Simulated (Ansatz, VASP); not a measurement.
**One calculation of CuO, two programs**

```
CELL_PARAMETERS angstrom
2.55255 0.00000 0.00000
0.00000 2.55255 0.00000
0.00000 0.00000 2.55255
ATOMIC_POSITIONS crystal
Cu 0.00000 0.00000 0.00000
O 0.50000 0.50000 0.50000
```

Alike in both runs: task relaxation of cell and atoms; functional PBE; k mesh 10 × 10 × 10; occupations fermi-dirac, width 0.05 eV; no spin polarisation; Hubbard terms Cu d U = 4.0 eV.

|  | VASP | Ansatz |
| --- | --- | --- |
| version | VASP 6.6.1 | Ansatz 0.2.0 |
| potentials or method | VASP PAW PBE potentials, release 64 (Cu_sv_GW, O) | Ansatz PAW |
| plane-wave cutoff (eV) | 820 | 420 |
| valence electrons in the cell | 25 | 25 |

|  | VASP | Ansatz | Ansatz less VASP |
| --- | --- | --- | --- |
| gap on the k mesh at the Fermi level, each at its own relaxed structure (eV) | none | none | - |
| relaxed volume (Å³/atom) | 9.04 | 9.31 | +0.277 |
| relaxed length of the cell vector where the two differ most in proportion (Å) | 2.624 | 2.651 | +0.0266 |

The programs project onto different local orbitals, so the same U acts differently, and such runs can settle in different states. A gap of «none» marks a metal or a gap that the smearing closes.

Noted on Ansatz's run: the plane-wave basis is chosen anew once the cell has moved, so the energies of steps on either side of that aren't comparable.
